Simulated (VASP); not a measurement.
**Ag7Sn5: single point with PBE**

Ag7Sn5:

```
CELL_PARAMETERS angstrom
8.49427 0.32778 -0.58337
0.35484 8.74946 -0.51497
-0.56644 -0.56240 7.20522
ATOMIC_POSITIONS crystal
Ag 0.00839 0.69258 0.92146
Ag 0.76174 0.66279 0.15242
Ag 0.72332 0.89162 0.46920
Ag 0.11651 0.07381 0.06558
Ag 0.37248 0.88478 0.51194
Ag 0.29367 0.64053 0.71293
Ag 0.45844 0.08255 0.26331
Ag 0.05237 0.82787 0.30148
Ag 0.76331 0.46358 0.79521
Ag 0.77838 0.00615 0.13603
Ag 0.56301 0.59712 0.43029
Ag 0.89260 0.33756 0.14202
Ag 0.09917 0.35081 0.82458
Ag 0.08174 0.90862 0.69247
Sn 0.49935 0.43483 0.01793
Sn 0.82189 0.11714 0.79453
Sn 0.18164 0.50457 0.21374
Sn 0.37948 0.34452 0.54285
Sn 0.38360 0.09804 0.86190
Sn 0.08252 0.15151 0.45964
Sn 0.93750 0.59448 0.52095
Sn 0.34733 0.78990 0.09461
Sn 0.71690 0.26670 0.43038
Sn 0.63121 0.79501 0.81238
```

```yaml
Program: VASP 6.6.1
Task: single point
Functional: PBE
Potentials_or_basis: VASP PAW PBE potentials, release 64 (Ag, Sn_d)
Cutoff: 520 eV
k_mesh: 2 × 2 × 2, shifted
Occupations: gaussian, width 0.1 eV
Spin: no spin polarisation
Dipole_correction: no
Further_INCAR_settings: LREAL = Auto; ALGO = Fast; EDIFF = 1e-06; NBANDS = 165; ISYM = 0
```

```
Pressure               : 0.0 GPa
Largest force          : 0.037 eV/Å
Band gap on the k mesh : zero (bands 147 and 148 overlap by 0.30 eV)
```

Forces in eV/Å, atoms in the order of the input:
```
Ag   0.008 -0.004 -0.012
Ag  -0.010  0.011 -0.001
Ag   0.010  0.000  0.003
Ag   0.001 -0.004 -0.002
Ag  -0.003  0.005 -0.004
Ag  -0.005  0.004  0.008
Ag   0.000 -0.010  0.001
Ag  -0.001 -0.006 -0.013
Ag  -0.007  0.005  0.002
Ag  -0.004  0.013  0.014
Ag  -0.012 -0.005  0.003
Ag   0.004 -0.002  0.000
Ag   0.001  0.012 -0.006
Ag   0.004 -0.009  0.006
Sn   0.004 -0.005  0.000
Sn  -0.018 -0.001 -0.012
Sn   0.022 -0.014  0.027
Sn   0.013 -0.013  0.001
Sn  -0.012  0.028 -0.018
Sn   0.022 -0.003 -0.007
Sn  -0.001 -0.019 -0.006
Sn  -0.005  0.007 -0.005
Sn  -0.015  0.015  0.021
Sn   0.005 -0.003  0.000
```

Stress tensor (GPa, compression positive):
```
-0.01  0.12 -0.07
 0.12  0.05 -0.02
-0.07 -0.02 -0.10
```

Levels at points of the mesh, in eV from the Fermi level:
```csv
k point,band 143,band 144,band 145,band 146,band 147,band 148,band 149,band 150,band 151,band 152
"(0.25, 0.25, 0.25)",-1.33,-0.96,-0.87,-0.38,0.14,0.54,0.71,0.93,1.04,1.24
```

Wall time 9.8 min on 1 thread of Oxide Virtual Turin-like Processor (shared host), peak memory 0.61 GiB.

Caveat: the k points lie up to 0.44 Å⁻¹ apart; the atoms stand as in a frame of molecular dynamics; spin-orbit coupling is left out, which moves the levels of the heavy elements.
